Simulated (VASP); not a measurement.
Crystal: PbSe (Clausthalite).

```
Pb Se
1.0
     0.00000    3.06969    3.06969
     3.06969    0.00000    3.06969
     3.06969    3.06969    0.00000
Pb Se
1 1
Direct
  0.00000 0.00000 0.00000
  0.50000 0.50000 0.50000
```

Base run:

```yaml
Program: VASP 6.6.1
Functional: r2SCAN
Potentials_or_basis: VASP PAW PBE potentials, release 64 (Pb_d, Se)
Cutoff: 520 eV
k_mesh: 8 × 8 × 8
Occupations: gaussian, width 0.01 eV
Spin: no spin polarisation
```

Its results: band gap on the k mesh 0.61 eV, direct; pressure 1.0 GPa.

Task: The run is repeated on the same cell with these changes: functional from r2SCAN to LDA; potentials or basis from VASP PAW PBE potentials, release 64 (Pb_d, Se) to VASP PAW LDA potentials, release 64 (Pb_d, Se). What comes out?

Result: Band gap on the k mesh 0.19 eV, direct; pressure -2.4 GPa.

Caveats: spin-orbit coupling is left out, which moves the levels of the heavy elements; the PAW data sets were made with another functional, which shifts forces and pressure a little (some runs).

A k mesh can miss the band edges.
